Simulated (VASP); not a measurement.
A run of VASP 6.6.1 is set up as follows.

The input POSCAR:

```
Zr2O
1.0
    5.3733223247      0.0000000000      0.0000000000
    0.0000000000      5.3733223247      0.0000000000
    0.0000000000      0.0000000000      3.2738010527
Zr O
4 2
Direct
    0.2965720821      0.2965720821      0.0000000000
    0.7034279179      0.7034279179      0.0000000000
    0.7965720821      0.2034279179      0.5000000000
    0.2034279179      0.7965720821      0.5000000000
    0.0000000000      0.0000000000      0.0000000000
    0.5000000000      0.5000000000      0.5000000000
```

Contents of INCAR.step1:

```
  PREC = Accurate
  ENCUT = 520
  ISMEAR = 0
  SIGMA = 0.1
  LREAL = False
  LASPH = True
  NELM = 80
  NBANDS = 39
  GGA = PE
  ALGO = Normal
  EDIFF = 1E-4
  LWAVE = True
  LCHARG = False
```

INCAR.step2

```
  PREC = Accurate
  ENCUT = 520
  EDIFF = 1E-6
  ISMEAR = 0
  SIGMA = 0.1
  LREAL = False
  LASPH = True
  NELM = 80
  ALGO = Normal
  ISIF = 2
  LWAVE = False
  LCHARG = True
  METAGGA = R2SCAN
  LMIXTAU = True
  LELF = True
  LVHAR = True
  NBANDS = 39
  ISTART = 1
```

Contents of KPOINTS:

```
Automatic mesh
0
Gamma
  4 4 6
```

Potentials or basis: VASP PAW PBE potentials, release 64 (Zr_sv, O).

Command:

```bash
$ cat potpaw_PBE.64/Zr_sv/POTCAR potpaw_PBE.64/O/POTCAR > POTCAR
$ cp INCAR.step1 INCAR
$ mpirun -np 1 vasp_std > vasp.out
$ cp INCAR.step2 INCAR
$ mpirun -np 1 vasp_std > vasp.out
```

Task: Predict the band gap on the k mesh.

Result: Zero (band 30 reaches 10.96 eV, above the bottom of band 31 at 10.40 eV).

Task: Predict the largest force.

Result: 0.784 eV/Å.

Stress tensor (GPa, compression positive):
```
3.33 0.00 0.00
0.00 3.33 0.00
0.00 0.00 4.37
```

Caveat: the PAW data sets were made with another functional, which shifts forces and pressure a little.
